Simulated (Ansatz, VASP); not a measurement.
ZnO in VASP and in Ansatz

```
CELL_PARAMETERS angstrom
3.37491 0.00000 0.00000
0.00000 10.17518 0.00000
0.00000 0.00000 4.69725
ATOMIC_POSITIONS crystal
Zn 0.50000 0.85092 0.10856
Zn 0.50000 0.14908 0.10856
Zn 0.00000 0.00000 0.61180
Zn 0.50000 0.50000 0.38820
Zn 0.00000 0.35092 0.89144
Zn 0.00000 0.64908 0.89144
O 0.50000 0.00000 0.37579
O 0.00000 0.84777 0.87328
O 0.00000 0.15223 0.87328
O 0.50000 0.34777 0.12672
O 0.50000 0.65223 0.12672
O 0.00000 0.50000 0.62421
```

Change from the starting cell: the structure that the rattled cell fell into.

Alike in both runs: task single point; functional PBE; k mesh 6 × 2 × 4; occupations gaussian, width 0.1 eV; no spin polarisation.

|  | VASP | Ansatz |
| --- | --- | --- |
| version | VASP 6.6.1 | Ansatz 0.2.0 |
| potentials or method | VASP PAW PBE potentials, release 64 (Zn, O), cutoff 520 eV | scalar-relativistic, plane waves, PAW |
| valence electrons in the cell | 108 | 108 |

|  | VASP | Ansatz | Ansatz less VASP |
| --- | --- | --- | --- |
| gap on the k mesh at the Fermi level (eV) | 0.87 | 0.89 | +0.018 |
| least direct gap on the mesh (eV) | 0.87 | 0.89 | +0.018 |
| pressure (GPa) | 0.9 | 0.0 | -0.87 |
| traceless stress, the component that is largest in VASP (GPa) | -0.47 | -0.46 | +0.008 |
| rms of the force components (eV/Å) | 0.015 | 0.006 | -0.0086 |

Atom by atom the forces differ by 0.012 eV/Å (rms over components).
